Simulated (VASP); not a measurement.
# BaTiO3 in VASP: notebook

Runs on BaTiO3. Level: PBE. Tasks: single point.

Program: VASP 6.6.1. These are calculated values, not measurements. Logs are shortened: lines on timing, memory, paths and dates and some standing lists are left out, and cuts for length are marked.

**1. The cell of the first run**

It takes space group R3m (No. 160, trigonal). The conventional cell has a = 5.655 Å, b = 5.655 Å, c = 6.953 Å, α = 90.00°, β = 90.00°, γ = 120.00°. Ba (site symmetry 3m) has 12 O at 2.79 to 2.88 Å and 8 Ti at 3.38 to 3.57 Å within 3.7 Å. Ti (site symmetry 3m) has 6 O at 1.88 to 2.14 Å within 2.5 Å. Within 2.5 Å of O (site symmetry m) lie 2 Ti at 1.88 to 2.14 Å.

**2. Single point, PBE, collinear spin**

The input, INCAR:

```
  PREC = Accurate
  ENCUT = 520
  EDIFF = 1E-6
  ISMEAR = 0
  SIGMA = 0.1
  LREAL = False
  LASPH = True
  NELM = 150
  ALGO = Normal
  ISIF = 2
  LWAVE = False
  LCHARG = False
  ISPIN = 2
  MAGMOM = 0 1 0 0 0
  LORBIT = 11
  LMAXMIX = 4
  GGA = PE
  NBANDS = 32
```

The input, KPOINTS:

```
Automatic mesh
0
Gamma
  6 6 6
```

The input, POSCAR:

```
BaTiO3
1.0
    2.8276682000      1.6325550000      2.3177316200
   -2.8276682000      1.6325550000      2.3177316200
    0.0000000000     -3.2651099900      2.3177316200
Ba Ti O
1 1 3
Direct
    0.0000000000      0.0000000000      0.0000000000
    0.5140000000      0.5140000000      0.5140000000
    0.4916000100      0.4916000100      0.9815000300
    0.4916000100      0.9815000300      0.4916000100
    0.9815000300      0.4916000100      0.4916000100
```

Potentials or basis: VASP PAW PBE potentials, release 64 (Ba_sv, Ti_sv, O).

Launch:

```console
> cat potpaw_PBE.64/Ba_sv/POTCAR potpaw_PBE.64/Ti_sv/POTCAR potpaw_PBE.64/O/POTCAR > POTCAR
> mpirun -np 1 vasp_std > vasp.out
```

OUTCAR:

```text
PREC = Accurate
   ENCUT = 520
   EDIFF = 1E-6
   ISMEAR = 0
   LREAL = False
   LASPH = True
   NELM = 150
   ISIF = 2
   ISPIN = 2
   LORBIT = 11
   GGA = PE

 ion  position               nearest neighbor table
   1  0.000  0.000  0.000-   4 2.79   5 2.79   3 2.79   3 2.83   3 2.83   4 2.83   5 2.83   5 2.83
                             4 2.83   5 2.88   4 2.88   3 2.88   2 3.38   2 3.43   2 3.43   2 3.43
   2  0.514  0.514  0.514-   3 1.88   4 1.88   5 1.88   3 2.14   4 2.14   5 2.14   1 3.38   1 3.43
                             1 3.43   1 3.43   1 3.50   1 3.50   1 3.50   1 3.57
   3  0.492  0.492  0.982-   2 1.88   2 2.14   1 2.79   1 2.83   1 2.83   1 2.88
   4  0.492  0.982  0.492-   2 1.88   2 2.14   1 2.79   1 2.83   1 2.83   1 2.88
   5  0.982  0.492  0.492-   2 1.88   2 2.14   1 2.79   1 2.83   1 2.83   1 2.88

  LATTYP: Found a trigonal (rhomboedric) cell.
 ALAT       =     4.0041007866
 COS(alpha) =     0.0025827156

  Lattice vectors:

 A1 = (   2.8276682000,   1.6325550000,   2.3177316200)
 A2 = (  -2.8276682000,   1.6325550000,   2.3177316200)
 A3 = (   0.0000000000,  -3.2651099900,   2.3177316200)

Analysis of symmetry for initial positions (statically):
=====================================================================
 Subroutine PRICEL returns:
 Original cell was already a primitive cell.

 Routine SETGRP: Setting up the symmetry group for a
 trigonal (rhombohedral) supercell.

 Subroutine GETGRP returns: Found  6 space group operations
 (whereof  6 operations were pure point group operations)
 out of a pool of 12 trial point group operations.

The static configuration has the point symmetry C_3v.

Analysis of symmetry for dynamics (positions and initial velocities):
=====================================================================
 Subroutine PRICEL returns:
 Original cell was already a primitive cell.

 Routine SETGRP: Setting up the symmetry group for a
 trigonal (rhombohedral) supercell.

 Subroutine GETGRP returns: Found  6 space group operations
 (whereof  6 operations were pure point group operations)
 out of a pool of 12 trial point group operations.

The dynamic configuration has the point symmetry C_3v.

Analysis of structural, dynamic, and magnetic symmetry:
=====================================================================
 Subroutine PRICEL returns:
 Original cell was already a primitive cell.

 Routine SETGRP: Setting up the symmetry group for a
 trigonal (rhombohedral) supercell.

 Subroutine GETGRP returns: Found  6 space group operations
 (whereof  6 operations were pure point group operations)
[... 141 lines left out ...]
  energy-cutoff  :      520.00
  volume of cell :       64.20
 maximum number of plane-waves:      1750
 NGX is ok and might be reduce to    30
   NGX = 15   NGY = 15   NGZ = 15

 number of electron      40.0000004 magnetization       0.0001305

 number of electron      40.0000004 magnetization      -0.0000316

 Free energy of the ion-electron system (eV)
  ---------------------------------------------------
  ext. energy  EPLUGINS =         0.00000000
  ---------------------------------------------------
  free energy    TOTEN  =       -39.98975724 eV

  energy without entropy =      -39.98975724  energy(sigma->0) =      -39.98975724

 E-fermi :   4.3975     XC(G=0): -11.2356

 val. band max:        3.7732730844   @ k =   0.5000   0.5000   0.5000
 cond. band min:       6.1248120285   @ k =   0.0000   0.0000   0.0000
 fundamental gap:      2.3515389441
 Fermi energy:         4.3974941709

 spin component 1

 k-point     1 :       0.0000    0.0000    0.0000
  band No.  band energies     occupation
      1     -52.5286      1.00000
      2     -28.7837      1.00000
      3     -28.7837      1.00000
      4     -28.7830      1.00000
      5     -21.0381      1.00000
      6     -13.0584      1.00000
[... 829 lines left out ...]
     31      16.7662      0.00000
     32      17.2412      0.00000

 [... further k-points ...]

 spin component 2

 k-point     1 :       0.0000    0.0000    0.0000
  band No.  band energies     occupation
      1     -52.5287      1.00000
      2     -28.7837      1.00000
      3     -28.7837      1.00000
      4     -28.7831      1.00000
      5     -21.0381      1.00000
      6     -13.0584      1.00000
[... 829 lines left out ...]
     31      16.7663      0.00000
     32      17.2412      0.00000

 [... further k-points ...]

------------------------ aborting loop because EDIFF is reached ----------------------------------------

  FORCE on cell =-STRESS in cart. coord.  units (eV):
  Direction    XX          YY          ZZ          XY          YZ          ZX
  --------------------------------------------------------------------------------------
  -------------------------------------------------------------------------------------
  Total        2.7764321      2.7764321      2.6412035      0.0000000      0.0000000      0.0000000
  in kB       69.2926176     69.2926176     65.9176596      0.0000000      0.0000001      0.0000000
  external PRESSURE =      68.1676316 kB  Pullay stress =       0.0000000 kB

 VOLUME and BASIS-vectors are now :
 -----------------------------------------------------------------------------
  energy-cutoff  :      520.00
  volume of cell :       64.20
      direct lattice vectors                 reciprocal lattice vectors
     2.827668200  1.632555000  2.317731620     0.176824141  0.102089465  0.143818780
    -2.827668200  1.632555000  2.317731620    -0.176824141  0.102089465  0.143818780
     0.000000000 -3.265109990  2.317731620     0.000000000 -0.204178931  0.143818780

 POSITION                                       TOTAL-FORCE (eV/Angst)
 -----------------------------------------------------------------------------------
      0.00000      0.00000      0.00000         0.000000      0.000000      0.075642
      0.00000      0.00000      3.57394         0.000000     -0.000000     -0.134506
      0.00000     -1.59958      4.55365         0.000000     -0.211811      0.019621
     -1.38527      0.79979      4.55365        -0.183434      0.105906      0.019621
      1.38527      0.79979      4.55365         0.183434      0.105906      0.019621
 -----------------------------------------------------------------------------------
    total drift:                                0.000000      0.000004     -0.001007

  FREE ENERGIE OF THE ION-ELECTRON SYSTEM (eV)
  ---------------------------------------------------
  free  energy   TOTEN  =       -39.9897572443 eV

  energy  without entropy=      -39.9897572443  energy(sigma->0) =      -39.98975724

 total charge

# of ion       s       p       d       tot
------------------------------------------
    1        2.008   5.653   0.329   7.990
    2        2.224   6.280   1.790  10.295
    3        1.566   3.474   0.000   5.040
    4        1.566   3.474   0.000   5.040
    5        1.566   3.474   0.000   5.040
--------------------------------------------------
tot          8.930  22.356   2.120  33.406

 magnetization (x)

# of ion       s       p       d       tot
------------------------------------------
    1        0.000   0.000  -0.000   0.000
    2       -0.000   0.000   0.000   0.000
    3       -0.000  -0.000   0.000  -0.000
    4       -0.000  -0.000   0.000  -0.000
    5       -0.000  -0.000   0.000  -0.000
--------------------------------------------------
tot         -0.000  -0.000   0.000   0.000
```

It took 54 s on 1 thread of Intel Xeon 6975P-C (Granite Rapids), shared host; peak memory 0.25 GiB.

Results:

```yaml
Free_energy: -39.9898 eV
Pressure: 6.8 GPa
Largest_force: 0.213 eV/Å
Band_gap_on_the_k_mesh: 2.35 eV (least direct gap 2.74 eV)
Net_moment: 0.00 μB per cell
Valence_electrons_inside_the_program's_atomic_spheres: Ba 7.99; Ti 10.29; O 5.04
```

Forces in eV/Å, atoms in the order of the input:
```
Ba   0.000  0.000  0.076
Ti   0.000  0.000 -0.135
O    0.000 -0.212  0.020
O   -0.183  0.106  0.020
O    0.183  0.106  0.020
```

Stress tensor (GPa, compression positive):
```
6.93 0.00 0.00
0.00 6.93 0.00
0.00 0.00 6.59
```

Caveat: the cell stands under pressure; spin-orbit coupling is left out, which moves the levels of the heavy elements. A k mesh can miss the band edges.

**3. Single point, PBE (11.77 Å³/atom)**

This run uses another cell than the first one, of 11.77 Å³/atom.

The input, INCAR:

```
  ALGO = Normal
  EDIFF = 1E-6
  ENCUT = 520
  GGA = PE
  ISIF = 2
  ISMEAR = 0
  LASPH = T
  LCHARG = F
  LREAL = F
  LWAVE = F
  NBANDS = 28
  NELM = 100
  PREC = Accurate
  SIGMA = 0.02
```

The input, KPOINTS:

```
k-points
0
Gamma
  6 6 6
```

The input, POSCAR:

```
BaTiO3
1.0
    2.7507988859      1.5881744773      2.2460312906
   -2.7507988859      1.5881744773      2.2460312906
    0.0000000000     -3.1763489545      2.2460312906
Ba Ti O
1 1 3
Direct
   -0.0042411831     -0.0042411831     -0.0042411831
    0.4958080117      0.4958080117      0.4958080117
    0.4957169410      0.4957169410      0.9956993396
    0.4957169410      0.9956993396      0.4957169410
    0.9956993396      0.4957169410      0.4957169410
```

Potentials or basis: VASP PAW PBE potentials, release 64 (Ba_sv, Ti_sv, O).

Launch:

```console
> cat potpaw_PBE.64/Ba_sv/POTCAR potpaw_PBE.64/Ti_sv/POTCAR potpaw_PBE.64/O/POTCAR > POTCAR
> mpirun -np 1 vasp_std > vasp.out
```

OUTCAR:

```text
EDIFF = 1E-6
   ENCUT = 520
   GGA = PE
   ISIF = 2
   ISMEAR = 0
   LASPH = T
   LREAL = F
   NELM = 100
   PREC = Accurate

 ion  position               nearest neighbor table
   1  0.996  0.996  0.996-   4 2.75   5 2.75   3 2.75   3 2.75   3 2.75   4 2.75   5 2.75   5 2.75
                             4 2.75   5 2.75   4 2.75   3 2.75   2 3.37   2 3.37   2 3.37   2 3.37
   2  0.496  0.496  0.496-   3 1.94   4 1.94   5 1.94   3 1.95   4 1.95   5 1.95   1 3.37   1 3.37
                             1 3.37   1 3.37   1 3.37   1 3.37   1 3.37   1 3.37
   3  0.496  0.496  0.996-   2 1.94   2 1.95   1 2.75   1 2.75   1 2.75   1 2.75
   4  0.496  0.996  0.496-   2 1.94   2 1.95   1 2.75   1 2.75   1 2.75   1 2.75
   5  0.996  0.496  0.496-   2 1.94   2 1.95   1 2.75   1 2.75   1 2.75   1 2.75

  LATTYP: Found a simple cubic cell.
 ALAT       =     3.8902248315

  Lattice vectors:

 A1 = (   2.7507988859,   1.5881744773,   2.2460312906)
 A2 = (  -2.7507988859,   1.5881744773,   2.2460312906)
 A3 = (   0.0000000000,  -3.1763489545,   2.2460312906)

Analysis of symmetry for initial positions (statically):
=====================================================================
 Subroutine PRICEL returns:
 Original cell was already a primitive cell.

 Routine SETGRP: Setting up the symmetry group for a
 simple cubic supercell.

 Subroutine GETGRP returns: Found  6 space group operations
 (whereof  6 operations were pure point group operations)
 out of a pool of 48 trial point group operations.

The static configuration has the point symmetry C_3v.

Analysis of symmetry for dynamics (positions and initial velocities):
=====================================================================
 Subroutine PRICEL returns:
 Original cell was already a primitive cell.

 Routine SETGRP: Setting up the symmetry group for a
 simple cubic supercell.

 Subroutine GETGRP returns: Found  6 space group operations
 (whereof  6 operations were pure point group operations)
 out of a pool of 48 trial point group operations.

The dynamic configuration has the point symmetry C_3v.

 Subroutine INISYM returns: Found  6 space group operations
 (whereof  6 operations are pure point group operations),
 and found     1 'primitive' translations

----------------------------------------------------------------------------------------

                                     Primitive cell

  volume of cell :      58.8741

  direct lattice vectors                    reciprocal lattice vectors
     2.750798886  1.588174477  2.246031291     0.181765378  0.104942290  0.148409924
    -2.750798886  1.588174477  2.246031291    -0.181765378  0.104942290  0.148409924
     0.000000000 -3.176348954  2.246031291     0.000000000 -0.209884580  0.148409924

  length of vectors
     3.890224831  3.890224831  3.890224831     0.257054552  0.257054552  0.257054552

  position of ions in fractional coordinates (direct lattice)
     0.995758817  0.995758817  0.995758817
     0.495808012  0.495808012  0.495808012
     0.495716941  0.495716941  0.995699340
     0.495716941  0.995699340  0.495716941
     0.995699340  0.495716941  0.495716941

  ion indices of the primitive-cell ions
   primitive index   ion index
                 1           1
                 2           2
                 3           3
                 4           4
                 5           5
[... 31 lines left out ...]
  0.333333  0.000000 -0.000000      6.000000
  0.500000 -0.000000  0.000000      3.000000
  0.166667  0.166667  0.000000      6.000000
 -0.166667  0.166667  0.000000      6.000000
[... 16 lines left out ...]
 -0.166667  0.333333  0.333333      6.000000
  0.500000  0.333333  0.166667     12.000000
 [... further k-points ...]
   k-points           NKPTS =     32   k-points in BZ     NKDIM =     32   number of bands    NBANDS=     28
   number of dos      NEDOS =    301   number of ions     NIONS =      5
   total plane-waves  NPLWV =  27000
   dimension x,y,z NGX =    30 NGY =   30 NGZ =   30
   dimension x,y,z NGXF=    60 NGYF=   60 NGZF=   60
   ions per type =               1   1   3
   NGX,Y,Z   is equivalent  to a cutoff of  12.82, 12.82, 12.82 a.u.
   NGXF,Y,Z  is equivalent  to a cutoff of  25.64, 25.64, 25.64 a.u.
 SYSTEM =  unknown system
   PREC   = accura    normal or accurate (medium, high low for compatibility)
   ISTART =      0    job   : 0-new  1-cont  2-samecut
   ICHARG =      2    charge: 1-file 2-atom 10-const
   ISPIN  =      1    spin polarized calculation?
   LNONCOLLINEAR =      F non collinear calculations
   LSORBIT =      F    spin-orbit coupling
   LASPH  =      T    aspherical Exc in radial PAW
   ENCUT  =  520.0 eV  38.22 Ry    6.18 a.u.   7.23  7.23  7.23*2*pi/ulx,y,z
   NELM   =    100;   NELMIN=  2; NELMDL= -5     # of ELM steps
   EDIFF  = 0.1E-05   stopping-criterion for ELM
   LREAL  =      F    real-space projection
   EDIFFG = 0.1E-04   stopping-criterion for IOM
   NSW    =      0    number of steps for IOM
   IBRION =     -1    ionic relax: 0-MD 1-quasi-New 2-CG
   NFREE  =      0    steps in history (QN), initial steepest desc. (CG)
   ISIF   =      2    stress and relaxation
   ISYM   =      2    0-nonsym 1-usesym 2-fastsym
   POTIM  = 0.5000    time-step for ionic-motion
   TEBEG  =    0.0;   TEEND  =   0.0 temperature during run
   PSTRESS=    0.0 pullay stress
   NELECT =      40.0000    total number of electrons
   NUPDOWN=      -1.0000    fix difference up-down
   EMIN   =  10.00;   EMAX   =-10.00  energy-range for DOS
   EFERMI =   0.00;   METHOD = LEGACY
   ISMEAR =     0;   SIGMA  =   0.02  broadening in eV -4-tet -1-fermi 0-gaus
   EFERMI_NEDOS =   21; number of points for ismear=-14 and -15
   IALGO  =     38    algorithm
   IMIX   =      4    mixing-type and parameters
     AMIX     =   0.40;   BMIX     =  1.00
     AMIX_MAG =   1.60;   BMIX_MAG =  1.00
  volume/ion in A,a.u.               =      11.77        79.46
  Fermi-wavevector in a.u.,A,eV,Ry     =   1.439197  2.719687 28.181569  2.071287
  Thomas-Fermi vector in A             =   2.558079
   LORBIT       =      0    0 simple, 1 ext, 2 COOP (PROOUT), +10 PAW based schemes
   GGA     = PE    functional components
   LHFCALC =     F    Hartree Fock is set to
   AEXX    =    0.0000 exact exchange contribution
   IVDW    =     0    specifies the selected vdW correction
   LEPSILON=     F    determine dielectric tensor
   LRPA    =     F    only Hartree local field effects (RPA)
 non-spin polarized calculation
 Gauss-broadening in eV      SIGMA  =   0.02
  energy-cutoff  :      520.00
  volume of cell :       58.87
 maximum number of plane-waves:      1622
 NGX is ok and might be reduce to    30
   NGX = 15   NGY = 15   NGZ = 15

 number of electron      39.9999998 magnetization

 Free energy of the ion-electron system (eV)
  ---------------------------------------------------
  ext. energy  EPLUGINS =         0.00000000
  ---------------------------------------------------
  free energy    TOTEN  =       -39.55324069 eV

  energy without entropy =      -39.55324069  energy(sigma->0) =      -39.55324069

 E-fermi :   4.7543     XC(G=0): -11.7166

 val. band max:        4.5209136786   @ k =   0.5000   0.5000   0.5000
 cond. band min:       6.4272098379   @ k =   0.0000   0.0000   0.0000
 fundamental gap:      1.9062961593
 Fermi energy:         4.7543013723

 k-point     1 :       0.0000    0.0000    0.0000
  band No.  band energies     occupation
      1     -51.7536      2.00000
      2     -28.0173      2.00000
      3     -28.0173      2.00000
      4     -28.0173      2.00000
      5     -20.1275      2.00000
      6     -12.5517      2.00000
[... 733 lines left out ...]
     27      13.1656      0.00000
     28      13.6740      0.00000

 [... further k-points ...]

------------------------ aborting loop because EDIFF is reached ----------------------------------------

  FORCE on cell =-STRESS in cart. coord.  units (eV):
  Direction    XX          YY          ZZ          XY          YZ          ZX
  --------------------------------------------------------------------------------------
  -------------------------------------------------------------------------------------
  Total        8.2231396      8.2231396      8.2222499      0.0000000      0.0000000      0.0000000
  in kB      223.7814805    223.7814805    223.7572663      0.0000000      0.0000000      0.0000000
  external PRESSURE =     223.7734091 kB  Pullay stress =       0.0000000 kB

 VOLUME and BASIS-vectors are now :
 -----------------------------------------------------------------------------
  energy-cutoff  :      520.00
  volume of cell :       58.87
      direct lattice vectors                 reciprocal lattice vectors
     2.750798886  1.588174477  2.246031291     0.181765378  0.104942290  0.148409924
    -2.750798886  1.588174477  2.246031291    -0.181765378  0.104942290  0.148409924
     0.000000000 -3.176348954  2.246031291     0.000000000 -0.209884580  0.148409924

 POSITION                                       TOTAL-FORCE (eV/Angst)
 -----------------------------------------------------------------------------------
      0.00000      0.00000      6.70952        -0.000000     -0.000000     -0.000252
      0.00000      0.00000      3.34080        -0.000000     -0.000000     -0.001067
      0.00000     -1.58812      4.46316        -0.000000     -0.000887      0.000440
     -1.37535      0.79406      4.46316        -0.000768      0.000443      0.000440
      1.37535      0.79406      4.46316         0.000768      0.000443      0.000440
 -----------------------------------------------------------------------------------
    total drift:                                0.000000      0.000007      0.001158

  FREE ENERGIE OF THE ION-ELECTRON SYSTEM (eV)
  ---------------------------------------------------
  free  energy   TOTEN  =       -39.5532406902 eV

  energy  without entropy=      -39.5532406902  energy(sigma->0) =      -39.55324069
```

stdout:

```text
POSCAR found type information on POSCAR BaTiO
 POSCAR found :  3 types and       5 ions
 scaLAPACK will be used
 LDA part: xc-table for (Slater+PW92), standard interpolation
 POSCAR, INCAR and KPOINTS ok, starting setup
 FFT: planning ... GRIDC
 FFT: planning ... GRID_SOFT
 FFT: planning ... GRID
 WAVECAR not read
 entering main loop
```

Wall time 82 s (1 thread of Intel Xeon 8259CL, shared host); peak memory 0.2 GiB.

Results:

```
Free energy            : -39.5532 eV
Pressure               : 22.4 GPa
Band gap on the k mesh : 1.91 eV (least direct gap 1.96 eV)
```

Levels at points of the mesh, in eV from the valence-band top:
| k point | band 16 | band 17 | band 18 | band 19 | band 20 | band 21 | band 22 | band 23 | band 24 | band 25 |
| --- | --- | --- | --- | --- | --- | --- | --- | --- | --- | --- |
| (0.00, 0.00, 0.00) | -1.24 | -1.24 | -0.05 | -0.05 | -0.05 | 1.91 | 1.91 | 1.91 | 4.50 | 4.50 |
| (0.50, 0.00, 0.00) | -2.05 | -1.93 | -1.93 | -0.70 | -0.70 | 2.11 | 3.93 | 3.93 | 4.53 | 6.78 |
| (0.50, 0.50, 0.00) | -3.01 | -1.67 | -0.81 | -0.81 | -0.10 | 3.94 | 3.94 | 4.39 | 5.50 | 8.34 |
| (0.50, 0.50, 0.50) | -2.34 | -2.34 | 0.00 | 0.00 | 0.00 | 4.71 | 4.71 | 4.71 | 7.12 | 7.12 |

Caveat: the cell stands under pressure; spin-orbit coupling is left out, which moves the levels of the heavy elements. A k mesh can miss the band edges.
